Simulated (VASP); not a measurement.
Runs of VASP 6.6.1 on Al3Pd. The structure is that of space group P-6m2 (No. 187), or close to it. The cells are those of the table. 

```tsv
task	cell	k mesh	cutoff (eV)	gap on the mesh (eV)	pressure (GPa)	relaxed volume (Å³/atom)	largest force (eV/Å)
single point	a = 2.942, b = 2.942, c = 9.220 Å, angles 90.0, 90.0, 120.0°, 4 atoms	6 × 6 × 2	520	none	-0.1	-	0.01
single point	a = 3.292, b = 3.292, c = 7.878 Å, angles 90.0, 90.0, 120.0°, 4 atoms	6 × 6 × 2	520	none	14.2	-	2.46
single point	a = 2.924, b = 2.924, c = 9.299 Å, angles 90.0, 90.0, 120.0°, 4 atoms	18 × 18 × 6	520	none	0.0	-	-
relaxation of cell and atoms	relaxed from a = 3.292, b = 3.292, c = 7.878 Å, angles 90.0, 90.0, 120.0°, 4 atoms	6 × 6 × 2	600	none	0.0	(a)	0.03
relaxation of cell and atoms	relaxed from a = 2.942, b = 2.942, c = 9.220 Å, angles 90.0, 90.0, 120.0°, 4 atoms	18 × 18 × 6	600	none	-0.1	17.22	0.01
```

Alike in all rows: level PBE; potentials or basis VASP PAW PBE potentials, release 64 (Al, Pd); no spin polarisation; smearing gaussian 0.1 eV.

Fill in the values left out.

(a) 17.27.

Caveats: some runs use coarse meshes; forces of over 1 eV/Å act on the atoms, so gaps and moduli don't describe the material at rest (some runs).

A k mesh can miss the band edges, and the runs leave out spin-orbit coupling on Pd.

A gap of «none» marks levels without a gap at the run's occupations.
